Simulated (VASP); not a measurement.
# Lu in VASP: further runs, part 2 of 2

VASP 6.6.1. The steps go on from the part before.

### 4 Single point, PBEsol (atoms moved at random)

The input, INCAR:

```
ALGO = Fast
EDIFF = 1E-7
ENCUT = 520
GGA = PS
ISIF = 2
ISMEAR = -1
LASPH = T
LCHARG = T
LELF = T
LREAL = F
LVHAR = T
LWAVE = F
NBANDS = 32
NELM = 100
PREC = Accurate
SIGMA = 0.05
```

The input, KPOINTS:

```
k-points
0
Gamma
  9 9 5
```

The input, POSCAR:

```
Lu
1.0
    3.5031000000      0.0000000000      0.0000000000
   -1.7515500000      3.0337735920      0.0000000000
    0.0000000000      0.0000000000      5.5509000000
Lu
2
Direct
    0.6687240000      0.3340780000      0.7522110000
    0.3321500000      0.6592670000      0.2488660000
```

Potentials or basis: VASP PAW PBE potentials, release 64 (Lu).

On the command line:

```sh
> cat potpaw_PBE.64/Lu/POTCAR > POTCAR
> mpirun -np 1 vasp_std > vasp.out
```

OUTCAR:

```text
EDIFF = 1E-7
   ENCUT = 520
   GGA = PS
   ISIF = 2
   ISMEAR = -1
   LASPH = T
   LREAL = F
   NELM = 100
   PREC = Accurate

 ion  position               nearest neighbor table
   1  0.669  0.334  0.752-   2 3.41   2 3.41   2 3.43   2 3.44   2 3.44   2 3.46
   2  0.332  0.659  0.249-   1 3.41   1 3.41   1 3.43   1 3.44   1 3.44   1 3.46

  LATTYP: Found a hexagonal cell.
 ALAT       =     3.5031000000
 C/A-ratio  =     1.5845679541

  Lattice vectors:

 A1 = (   3.5031000000,   0.0000000000,   0.0000000000)
 A2 = (  -1.7515500000,   3.0337735920,   0.0000000000)
 A3 = (   0.0000000000,   0.0000000000,   5.5509000000)

Analysis of symmetry for initial positions (statically):
=====================================================================
 Subroutine PRICEL returns:
 Original cell was already a primitive cell.

 Routine SETGRP: Setting up the symmetry group for a
 hexagonal supercell.

 Subroutine GETGRP returns: Found  2 space group operations
 (whereof  1 operations were pure point group operations)
 out of a pool of 24 trial point group operations.

The static configuration has the point symmetry C_1 .
 The point group associated with its full space group is S_2 .

Analysis of symmetry for dynamics (positions and initial velocities):
=====================================================================
 Subroutine PRICEL returns:
 Original cell was already a primitive cell.

 Routine SETGRP: Setting up the symmetry group for a
 hexagonal supercell.

 Subroutine GETGRP returns: Found  2 space group operations
 (whereof  1 operations were pure point group operations)
 out of a pool of 24 trial point group operations.

The dynamic configuration has the point symmetry C_1 .
 The point group associated with its full space group is S_2 .

 Subroutine INISYM returns: Found  2 space group operations
 (whereof  1 operations are pure point group operations),
 and found     1 'primitive' translations

[... 106 lines left out ...]
   NUPDOWN=      -1.0000    fix difference up-down
   EMIN   =  10.00;   EMAX   =-10.00  energy-range for DOS
   EFERMI =   0.00;   METHOD = LEGACY
   ISMEAR =    -1;   SIGMA  =   0.05  broadening in eV -4-tet -1-fermi 0-gaus
   EFERMI_NEDOS =   21; number of points for ismear=-14 and -15
   IALGO  =     68    algorithm
   IMIX   =      4    mixing-type and parameters
     AMIX     =   0.40;   BMIX     =  1.00
     AMIX_MAG =   1.60;   BMIX_MAG =  1.00
  volume/ion in A,a.u.               =      29.50       199.05
  Fermi-wavevector in a.u.,A,eV,Ry     =   1.549287  2.927727 32.657919  2.400289
  Thomas-Fermi vector in A             =   2.654115
   LORBIT       =      0    0 simple, 1 ext, 2 COOP (PROOUT), +10 PAW based schemes
   GGA     = PS    functional components
   LHFCALC =     F    Hartree Fock is set to
   AEXX    =    0.0000 exact exchange contribution
   IVDW    =     0    specifies the selected vdW correction
   LEPSILON=     F    determine dielectric tensor
   LRPA    =     F    only Hartree local field effects (RPA)
 non-spin polarized calculation
 RMM-DIIS sequential band-by-band and
  energy-cutoff  :      520.00
  volume of cell :       58.99
 maximum number of plane-waves:      1617
 NGX is ok and might be reduce to    28
   NGX = 13   NGY = 13   NGZ = 21

 number of electron      49.9999997 magnetization

 Free energy of the ion-electron system (eV)
  ---------------------------------------------------
  ext. energy  EPLUGINS =         0.00000000
  ---------------------------------------------------
  free energy    TOTEN  =        -9.87564281 eV

  energy without entropy =       -9.84493784  energy(sigma->0) =       -9.86029032

 E-fermi :   2.0356     XC(G=0): -10.7121

 val. band max:        2.0324838404   @ k =   0.3333  -0.4444  -0.2000
 cond. band min:       2.0379563120   @ k =  -0.4444   0.1111  -0.2000
 fundamental gap:      0.0054724716
 Fermi energy:         2.0356371145

 k-point     1 :       0.0000    0.0000    0.0000
  band No.  band energies     occupation
      1     -54.1804      2.00000
      2     -54.1486      2.00000
      3     -25.0965      2.00000
      4     -24.6892      2.00000
      5     -24.6841      2.00000
      6     -24.6119      2.00000
[... 829 lines left out ...]
     31       7.3403      0.00000
     32       8.0922      0.00000

 [... further k-points ...]
[... 5 lines left out ...]
  --------------------------------------------------------------------------------------
  -------------------------------------------------------------------------------------
  Total       -0.9345514     -0.9752644     -1.3399313     -0.0028137      0.0028225     -0.0002709
  in kB      -25.3813484    -26.4870645    -36.3910018     -0.0764174      0.0766555     -0.0073561
  external PRESSURE =     -29.4198049 kB  Pullay stress =       0.0000000 kB

 VOLUME and BASIS-vectors are now :
 -----------------------------------------------------------------------------
  energy-cutoff  :      520.00
  volume of cell :       58.99
      direct lattice vectors                 reciprocal lattice vectors
     3.503100000  0.000000000  0.000000000     0.285461448  0.164811244  0.000000000
    -1.751550000  3.033773592  0.000000000     0.000000000  0.329622488  0.000000000
     0.000000000  0.000000000  5.550900000     0.000000000  0.000000000  0.180150967

 POSITION                                       TOTAL-FORCE (eV/Angst)
 -----------------------------------------------------------------------------------
      1.75745      1.01352      4.17545         0.003935     -0.031018     -0.070202
      0.00882      2.00007      1.38143        -0.003935      0.031018      0.070202
 -----------------------------------------------------------------------------------
    total drift:                                0.000126      0.000049     -0.000052

  FREE ENERGIE OF THE ION-ELECTRON SYSTEM (eV)
  ---------------------------------------------------
  free  energy   TOTEN  =        -9.8756428051 eV

  energy  without entropy=       -9.8449378361  energy(sigma->0) =       -9.86029032
```

Run time: 11 min. Hardware: 1 thread of Intel Xeon 6975P-C (Granite Rapids), shared host; peak memory 0.43 GiB.

What came out:

| Item | Value |
| --- | --- |
| Free energy | -9.8756 eV |
| Pressure | -2.9 GPa |
| Largest force | 0.077 eV/Å |
| Band gap on the k mesh | zero (band 25 reaches 2.86 eV, above the bottom of band 26 at 1.44 eV) |

Forces on the atoms (eV/Å):
```
Lu   0.004 -0.031 -0.070
Lu  -0.004  0.031  0.070
```

Stress tensor (GPa, compression positive):
```
-2.54 -0.01  0.00
-0.01 -2.65  0.01
 0.00  0.01 -3.64
```

Caveat: the cell differs from its parent crystal (atoms moved at random); the PAW data sets were made with another functional, which shifts forces and pressure a little; spin-orbit coupling is left out, which moves the levels of the heavy elements.

### 5 Overview

| level | cell | gap on the mesh (eV) | pressure (GPa) |
| --- | --- | --- | --- |
| r2SCAN | a = 3.549, b = 3.549, c = 5.624 Å, angles 90.0, 90.0, 120.0°, 2 atoms | none | -2.1 |
| r2SCAN | a = 3.572, b = 3.572, c = 5.660 Å, angles 90.0, 90.0, 120.0°, 2 atoms | none | -2.8 |
| PBEsol | a = 3.503, b = 3.503, c = 5.551 Å, angles 90.0, 90.0, 120.0°, 2 atoms | none | -2.9 |

Alike in all rows: task single point; potentials or basis VASP PAW PBE potentials, release 64 (Lu); no spin polarisation; k mesh 9 × 9 × 5; cutoff (eV) 520; smearing fermi-dirac 0.05 eV.

Caveats: the PAW data sets were made with another functional, which shifts forces and pressure a little; spin-orbit coupling is left out, which moves the levels of the heavy elements.

Absolute energies hang on the potentials; compare differences alone.
